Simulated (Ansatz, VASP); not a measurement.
# One calculation of H6C2O, two programs

```
C O H
1.0
     7.29363    0.00000    0.00000
     0.00000    7.29363    0.00000
     0.00000    0.00000    7.29363
C O H
8 4 24
Direct
  0.54173 0.72864 0.07282
  0.37492 0.60608 0.06176
  0.75728 0.60313 0.49874
  0.86396 0.78085 0.50149
  0.53211 0.19243 0.60138
  0.51898 0.15126 0.80412
  0.96422 0.38332 0.96742
  0.97246 0.20458 0.07207
  0.37645 0.49229 0.22089
  0.82552 0.87366 0.33363
  0.63562 0.27839 0.89634
  0.13934 0.11590 0.02147
  0.26963 0.41299 0.21492
  0.24950 0.68948 0.05637
  0.37978 0.52302 0.93608
  0.54845 0.81977 0.95398
  0.53605 0.81182 0.19714
  0.66618 0.64556 0.07700
  0.89358 0.98813 0.33420
  0.82261 0.86438 0.61994
  0.01141 0.75266 0.51494
  0.78108 0.52514 0.62453
  0.61081 0.63148 0.48655
  0.79938 0.51990 0.38167
  0.62803 0.25292 0.02684
  0.37636 0.16533 0.85081
  0.56192 0.00934 0.83115
  0.44524 0.09901 0.52266
  0.48831 0.33305 0.57471
  0.67365 0.17725 0.55508
  0.14579 0.00080 0.08814
  0.96833 0.23104 0.22039
  0.85334 0.11883 0.03780
  0.83866 0.45826 0.00044
  0.08203 0.46873 0.00252
  0.96718 0.35666 0.82015
```

Alike in both runs: task relaxation of the atoms; functional PBE; dispersion D3(BJ); k mesh 1 × 1 × 1; occupations fermi-dirac, width 0.02 eV; no spin polarisation.

|  | VASP | Ansatz |
| --- | --- | --- |
| version | VASP 6.6.1 | Ansatz 0.2.0 |
| potentials or method | VASP PAW PBE potentials, release 64 (C, O, H), cutoff 520 eV | scalar-relativistic, plane waves, PAW |
| valence electrons in the cell | 80 | 80 |

Ansatz gave:

```
gap on the k mesh at the Fermi level, each at its own relaxed structure (eV) : 4.48
```

**Question.** Estimate VASP's values.

**Answer.** gap on the k mesh at the Fermi level, each at its own relaxed structure (eV): 4.50.

Ansatz's warnings: xc potential rough in thin density.
